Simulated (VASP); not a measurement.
# Zr4F (Im-3m) in VASP: further runs

Zr4F is run at these levels: PBE; tasks: single point.

Program: VASP 6.6.1. These are calculated values, not measurements. Logs are shortened: lines on timing, memory, paths and dates and some standing lists are left out, and cuts for length are marked.

### 1 The cell of the first run

The structure is cubic, space group Im-3m (No. 229). The conventional cell has a = 5.334 Å, b = 5.334 Å, c = 5.334 Å, α = 90.00°, β = 90.00°, γ = 90.00°. Within 3.1 Å of Zr (site symmetry -3m) lie 2 F at 2.31 Å and 6 Zr at 2.67 Å. F (site symmetry m-3m) has 8 Zr at 2.31 Å within 3.1 Å.

### 2 Single point, PBE

INCAR reads:

```
SYSTEM = Zr4F
  ALGO = Normal
  EDIFF = 1E-7
  ENCUT = 520
  GGA = PE
  ISIF = 2
  ISMEAR = 0
  LASPH = .TRUE.
  LCHARG = .FALSE.
  LREAL = .FALSE.
  LWAVE = .FALSE.
  NBANDS = 36
  NELM = 60
  PREC = Accurate
  SIGMA = 0.1
```

KPOINTS reads:

```
k-points
0
G
  4 4 4
  0 0 0
```

POSCAR reads:

```
Zr4F
1.0
   -2.6668855400      2.6668855400      2.6668855400
    2.6668855400     -2.6668855400      2.6668855400
    2.6668855400      2.6668855400     -2.6668855400
Zr F
4 1
Direct
    0.0000000000      0.0000000000      0.5000000000
    0.5000000000      0.0000000000      0.0000000000
    0.5000000000      0.5000000000      0.5000000000
    0.0000000000      0.5000000000      0.0000000000
    0.0000000000      0.0000000000      0.0000000000
```

Potentials or basis: VASP PAW PBE potentials, release 64 (Zr_sv, F).

Run with:

```bash
cat potpaw_PBE.64/Zr_sv/POTCAR potpaw_PBE.64/F/POTCAR > POTCAR
mpirun -np 1 vasp_std > vasp.out
```

OUTCAR:

```text
SYSTEM = Zr4F
   EDIFF = 1E-7
   ENCUT = 520
   GGA = PE
   ISIF = 2
   ISMEAR = 0
   LASPH = .TRUE.
   LREAL = .FALSE.
   NELM = 60
   PREC = Accurate

 ion  position               nearest neighbor table
   1  0.000  0.000  0.500-   5 2.31   5 2.31   4 2.67   2 2.67   3 2.67   4 2.67   2 2.67   3 2.67
                             3 3.77   4 3.77   2 3.77   2 3.77   3 3.77   4 3.77   3 3.77   3 3.77
   2  0.500  0.000  0.000-   5 2.31   5 2.31   4 2.67   1 2.67   3 2.67   3 2.67   1 2.67   4 2.67
                             4 3.77   4 3.77   1 3.77   4 3.77   1 3.77   3 3.77   3 3.77   4 3.77
   3  0.500  0.500  0.500-   5 2.31   5 2.31   4 2.67   1 2.67   2 2.67   4 2.67   1 2.67   2 2.67
                             2 3.77   1 3.77   1 3.77   4 3.77   2 3.77   4 3.77   1 3.77   1 3.77
   4  0.000  0.500  0.000-   5 2.31   5 2.31   3 2.67   1 2.67   2 2.67   1 2.67   3 2.67   2 2.67
                             2 3.77   2 3.77   1 3.77   2 3.77   3 3.77   3 3.77   1 3.77   2 3.77
   5  0.000  0.000  0.000-   1 2.31   2 2.31   3 2.31   4 2.31   1 2.31   4 2.31   2 2.31   3 2.31

  LATTYP: Found a body centered cubic cell.
 ALAT       =     5.3337710800

  Lattice vectors:

 A1 = (  -2.6668855400,   2.6668855400,   2.6668855400)
 A2 = (   2.6668855400,  -2.6668855400,   2.6668855400)
 A3 = (   2.6668855400,   2.6668855400,  -2.6668855400)

Analysis of symmetry for initial positions (statically):
=====================================================================
 Subroutine PRICEL returns:
 Original cell was already a primitive cell.

 Routine SETGRP: Setting up the symmetry group for a
 body centered cubic supercell.

 Subroutine GETGRP returns: Found 48 space group operations
 (whereof 48 operations were pure point group operations)
 out of a pool of 48 trial point group operations.

The static configuration has the point symmetry O_h .

Analysis of symmetry for dynamics (positions and initial velocities):
=====================================================================
 Subroutine PRICEL returns:
 Original cell was already a primitive cell.

 Routine SETGRP: Setting up the symmetry group for a
 body centered cubic supercell.

 Subroutine GETGRP returns: Found 48 space group operations
 (whereof 48 operations were pure point group operations)
 out of a pool of 48 trial point group operations.

The dynamic configuration has the point symmetry O_h .

 Subroutine INISYM returns: Found 48 space group operations
 (whereof 48 operations are pure point group operations),
 and found     1 'primitive' translations

----------------------------------------------------------------------------------------

                                     Primitive cell

  volume of cell :      75.8705

  direct lattice vectors                    reciprocal lattice vectors
    -2.666885540  2.666885540  2.666885540     0.000000000  0.187484612  0.187484612
     2.666885540 -2.666885540  2.666885540     0.187484612  0.000000000  0.187484612
     2.666885540  2.666885540 -2.666885540     0.187484612  0.187484612  0.000000000

  length of vectors
     4.619181253  4.619181253  4.619181253     0.265143281  0.265143281  0.265143281

  position of ions in fractional coordinates (direct lattice)
     0.000000000  0.000000000  0.500000000
     0.500000000  0.000000000  0.000000000
     0.500000000  0.500000000  0.500000000
     0.000000000  0.500000000  0.000000000
     0.000000000  0.000000000  0.000000000

  ion indices of the primitive-cell ions
   primitive index   ion index
                 1           1
                 2           2
                 3           3
                 4           4
                 5           5

----------------------------------------------------------------------------------------

 KPOINTS: k-points

Automatic generation of k-mesh.
 Grid dimensions read from file:
 generate k-points for:    4    4    4

 Generating k-lattice:

  Cartesian coordinates                     Fractional coordinates (reciprocal lattice)
     0.000000000  0.046871153  0.046871153     0.250000000  0.000000000  0.000000000
     0.046871153  0.000000000  0.046871153     0.000000000  0.250000000  0.000000000
     0.046871153  0.046871153  0.000000000     0.000000000  0.000000000  0.250000000

  Length of vectors
     0.066285820  0.066285820  0.066285820

  Shift w.r.t. Gamma in fractional coordinates (k-lattice)
     0.000000000  0.000000000  0.000000000

 Subroutine IBZKPT returns following result:
 ===========================================

 Found      8 irreducible k-points:

 Following reciprocal coordinates:
            Coordinates               Weight
  0.000000  0.000000  0.000000      1.000000
  0.250000  0.000000  0.000000     12.000000
  0.500000  0.000000  0.000000      6.000000
  0.250000  0.250000  0.000000     24.000000
  0.250000  0.250000  0.250000      2.000000
 -0.250000  0.250000  0.250000      6.000000
  0.500000  0.500000  0.250000     12.000000
  0.500000  0.500000  0.500000      1.000000
   k-points           NKPTS =      8   k-points in BZ     NKDIM =      8   number of bands    NBANDS=     36
   number of dos      NEDOS =    301   number of ions     NIONS =      5
   total plane-waves  NPLWV =  46656
   dimension x,y,z NGX =    36 NGY =   36 NGZ =   36
   dimension x,y,z NGXF=    72 NGYF=   72 NGZF=   72
   ions per type =               4   1
   NGX,Y,Z   is equivalent  to a cutoff of  12.96, 12.96, 12.96 a.u.
   NGXF,Y,Z  is equivalent  to a cutoff of  25.91, 25.91, 25.91 a.u.
 SYSTEM =  Zr4F
   PREC   = accura    normal or accurate (medium, high low for compatibility)
   ISTART =      0    job   : 0-new  1-cont  2-samecut
   ICHARG =      2    charge: 1-file 2-atom 10-const
   ISPIN  =      1    spin polarized calculation?
   LNONCOLLINEAR =      F non collinear calculations
   LSORBIT =      F    spin-orbit coupling
   LASPH  =      T    aspherical Exc in radial PAW
   ENCUT  =  520.0 eV  38.22 Ry    6.18 a.u.   8.59  8.59  8.59*2*pi/ulx,y,z
   NELM   =     60;   NELMIN=  2; NELMDL= -5     # of ELM steps
   EDIFF  = 0.1E-06   stopping-criterion for ELM
   LREAL  =      F    real-space projection
   EDIFFG = 0.1E-05   stopping-criterion for IOM
   NSW    =      0    number of steps for IOM
   IBRION =     -1    ionic relax: 0-MD 1-quasi-New 2-CG
   NFREE  =      0    steps in history (QN), initial steepest desc. (CG)
   ISIF   =      2    stress and relaxation
   ISYM   =      2    0-nonsym 1-usesym 2-fastsym
   POTIM  = 0.5000    time-step for ionic-motion
   TEBEG  =    0.0;   TEEND  =   0.0 temperature during run
   PSTRESS=    0.0 pullay stress
   NELECT =      55.0000    total number of electrons
   NUPDOWN=      -1.0000    fix difference up-down
   EMIN   =  10.00;   EMAX   =-10.00  energy-range for DOS
   EFERMI =   0.00;   METHOD = LEGACY
   ISMEAR =     0;   SIGMA  =   0.10  broadening in eV -4-tet -1-fermi 0-gaus
   EFERMI_NEDOS =   21; number of points for ismear=-14 and -15
   IALGO  =     38    algorithm
   IMIX   =      4    mixing-type and parameters
     AMIX     =   0.40;   BMIX     =  1.00
     AMIX_MAG =   1.60;   BMIX_MAG =  1.00
  volume/ion in A,a.u.               =      15.17       102.40
  Fermi-wavevector in a.u.,A,eV,Ry     =   1.470634  2.779096 29.426207  2.162765
  Thomas-Fermi vector in A             =   2.585867
   LORBIT       =      0    0 simple, 1 ext, 2 COOP (PROOUT), +10 PAW based schemes
   GGA     = PE    functional components
   LHFCALC =     F    Hartree Fock is set to
   AEXX    =    0.0000 exact exchange contribution
   IVDW    =     0    specifies the selected vdW correction
   LEPSILON=     F    determine dielectric tensor
   LRPA    =     F    only Hartree local field effects (RPA)
 non-spin polarized calculation
 Gauss-broadening in eV      SIGMA  =   0.10
  energy-cutoff  :      520.00
  volume of cell :       75.87
 maximum number of plane-waves:      2093
 NGX is ok and might be reduce to    36
   NGX = 17   NGY = 17   NGZ = 17

 number of electron      54.9999988 magnetization

 Free energy of the ion-electron system (eV)
  ---------------------------------------------------
  ext. energy  EPLUGINS =         0.00000000
  ---------------------------------------------------
  free energy    TOTEN  =       -31.55065590 eV

  energy without entropy =      -31.50455710  energy(sigma->0) =      -31.52760650

 E-fermi :  12.5559     XC(G=0): -12.4064

 val. band max:       12.5311644263   @ k =   0.2500   0.0000   0.0000
 cond. band min:      12.6443249629   @ k =   0.2500   0.2500   0.0000
 fundamental gap:      0.1131605365
 Fermi energy:        12.5559131242

 k-point     1 :       0.0000    0.0000    0.0000
  band No.  band energies     occupation
      1     -36.4177      2.00000
      2     -35.6765      2.00000
      3     -35.6765      2.00000
      4     -35.6765      2.00000
      5     -17.1368      2.00000
      6     -15.5768      2.00000
[... 28 lines left out ...]
     35      16.0763      0.00000
     36      19.1806      0.00000

 k-point     2 :       0.2500    0.0000    0.0000
  band No.  band energies     occupation
      1     -36.3103      2.00000
      2     -35.7859      2.00000
      3     -35.6831      2.00000
      4     -35.6817      2.00000
      5     -17.6166      2.00000
      6     -15.4899      2.00000
[... 28 lines left out ...]
     35      16.2062      0.00000
     36      17.2825      0.00000

 k-point     3 :       0.5000    0.0000    0.0000
  band No.  band energies     occupation
      1     -36.0528      2.00000
      2     -36.0455      2.00000
      3     -35.6896      2.00000
      4     -35.6868      2.00000
      5     -17.9302      2.00000
      6     -15.4399      2.00000
[... 28 lines left out ...]
     35      15.2932      0.00000
     36      15.8322      0.00000

 k-point     4 :       0.2500    0.2500    0.0000
  band No.  band energies     occupation
      1     -36.1264      2.00000
      2     -35.8673      2.00000
      3     -35.8647      2.00000
      4     -35.6165      2.00000
      5     -17.9368      2.00000
      6     -15.1272      2.00000
[... 28 lines left out ...]
     35      15.3082      0.00000
     36      16.2620      0.00000

 k-point     5 :       0.2500    0.2500    0.2500
  band No.  band energies     occupation
      1     -35.8805      2.00000
      2     -35.8702      2.00000
      3     -35.8702      2.00000
      4     -35.8702      2.00000
      5     -17.8380      2.00000
      6     -14.5698      2.00000
[... 28 lines left out ...]
     35      14.7585      0.00000
     36      15.1915      0.00000

 k-point     6 :      -0.2500    0.2500    0.2500
  band No.  band energies     occupation
      1     -36.2305      2.00000
      2     -35.8592      2.00000
      3     -35.8592      2.00000
      4     -35.5097      2.00000
      5     -18.0461      2.00000
      6     -15.3018      2.00000
[... 28 lines left out ...]
     35      15.8339      0.00000
     36      17.1427      0.00000

 k-point     7 :       0.5000    0.5000    0.2500
  band No.  band energies     occupation
      1     -36.0434      2.00000
      2     -36.0397      2.00000
      3     -35.9334      2.00000
      4     -35.4396      2.00000
      5     -18.3575      2.00000
      6     -15.3136      2.00000
[... 28 lines left out ...]
     35      16.4659      0.00000
     36      16.5737      0.00000

 k-point     8 :       0.5000    0.5000    0.5000
  band No.  band energies     occupation
      1     -36.0339      2.00000
      2     -36.0339      2.00000
      3     -36.0339      2.00000
      4     -35.3357      2.00000
      5     -18.6872      2.00000
      6     -15.5045      2.00000
[... 28 lines left out ...]
     35      16.0113      0.00000
     36      16.5026      0.00000

------------------------ aborting loop because EDIFF is reached ----------------------------------------

  FORCE on cell =-STRESS in cart. coord.  units (eV):
  Direction    XX          YY          ZZ          XY          YZ          ZX
  --------------------------------------------------------------------------------------
  -------------------------------------------------------------------------------------
  Total       22.3308968     22.3308968     22.3308968     -0.0000000      0.0000000     -0.0000000
  in kB      471.5672392    471.5672392    471.5672392     -0.0000000      0.0000000     -0.0000000
  external PRESSURE =     471.5672392 kB  Pullay stress =       0.0000000 kB

 VOLUME and BASIS-vectors are now :
 -----------------------------------------------------------------------------
  energy-cutoff  :      520.00
  volume of cell :       75.87
      direct lattice vectors                 reciprocal lattice vectors
    -2.666885540  2.666885540  2.666885540     0.000000000  0.187484612  0.187484612
     2.666885540 -2.666885540  2.666885540     0.187484612  0.000000000  0.187484612
     2.666885540  2.666885540 -2.666885540     0.187484612  0.187484612  0.000000000

 POSITION                                       TOTAL-FORCE (eV/Angst)
 -----------------------------------------------------------------------------------
      1.33344      1.33344     -1.33344        -0.000000     -0.000000     -0.000000
     -1.33344      1.33344      1.33344         0.000000     -0.000000      0.000000
      1.33344      1.33344      1.33344         0.000000      0.000000      0.000000
      1.33344     -1.33344      1.33344         0.000000      0.000000      0.000000
      0.00000      0.00000      0.00000        -0.000000     -0.000000     -0.000000
 -----------------------------------------------------------------------------------
    total drift:                               -0.000000     -0.000000      0.000000

  FREE ENERGIE OF THE ION-ELECTRON SYSTEM (eV)
  ---------------------------------------------------
  free  energy   TOTEN  =       -31.5506558968 eV

  energy  without entropy=      -31.5045571019  energy(sigma->0) =      -31.52760650
```

Wall time 14 s (1 thread of Intel Xeon 6975P-C (Granite Rapids), shared host); peak memory 0.2 GiB.

What came out:

```
Free energy : -31.5507 eV
Pressure    : 47.2 GPa
```

Levels at points of the mesh, in eV from the Fermi level:
| k point | band 25 | band 26 | band 27 | band 28 | band 29 | band 30 | band 31 | band 32 |
| --- | --- | --- | --- | --- | --- | --- | --- | --- |
| (0.00, 0.00, 0.00) | -3.10 | -0.96 | -0.86 | -0.86 | -0.86 | 2.92 | 2.92 | 2.92 |
| (0.50, 0.00, 0.00) | -1.24 | -1.07 | 0.49 | 0.60 | 0.71 | 0.89 | 1.21 | 1.85 |
| (0.50, 0.50, 0.50) | -1.93 | -1.93 | -0.71 | -0.71 | -0.71 | 0.74 | 0.74 | 2.60 |

Caveat: the k points lie up to 0.42 Å⁻¹ apart; an odd number of electrons without spin polarisation forces a metal; a magnetic or distorted state may lie lower.

(Part 1 of 2 ends here.)
